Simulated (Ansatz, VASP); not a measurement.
HPbNO4 in VASP and in Ansatz

```
CELL_PARAMETERS angstrom
4.19923 0.11117 0.16817
1.91600 3.89132 0.12568
1.76085 1.25259 6.37266
ATOMIC_POSITIONS crystal
H 0.89145 0.68202 0.62796
Pb 0.14426 0.92872 0.88352
N 0.25670 0.28861 0.30171
O 0.83108 0.65056 0.78405
O 0.38694 0.22380 0.11295
O 0.31104 0.03576 0.45856
O 0.07726 0.60633 0.32275
```

Alike in both runs: functional RPBE; k mesh 7 × 7 × 5; occupations fermi-dirac, width 0.05 eV; no spin polarisation.

|  | VASP | Ansatz |
| --- | --- | --- |
| version | VASP 6.6.1 | Ansatz 0.2.0 |
| potentials or method | VASP PAW PBE potentials, release 64 (H, Pb_d, N, O) | Ansatz PAW soft_1 |
| plane-wave cutoff (eV) | 520 | 420 |
| valence electrons in the cell | 44 | 44 |
| task | single point | band structure |

Ansatz gave:

```
gap on the k mesh at the Fermi level (eV)                     : 2.88
least direct gap on the mesh (eV)                             : 2.90
pressure (GPa)                                                : 2.8
traceless stress, the component that is largest in VASP (GPa) : -0.71
rms of the force components (eV/Å)                            : 0.112
```

Q: Estimate VASP's values.

A: gap on the k mesh at the Fermi level (eV): 2.85; least direct gap on the mesh (eV): 2.87; pressure (GPa): 3.3; traceless stress, the component that is largest in VASP (GPa): -1.44; rms of the force components (eV/Å): 0.239.

VASP's potentials were made for PBE, not for RPBE. Atom by atom the forces differ by 0.137 eV/Å (rms over components). With one functional, cell and mesh, what is left measures potentials, basis and numerics.

Spin-orbit coupling is off throughout. Noted on VASP's run: the standard files for N, O and F lose accuracy on very short bonds.
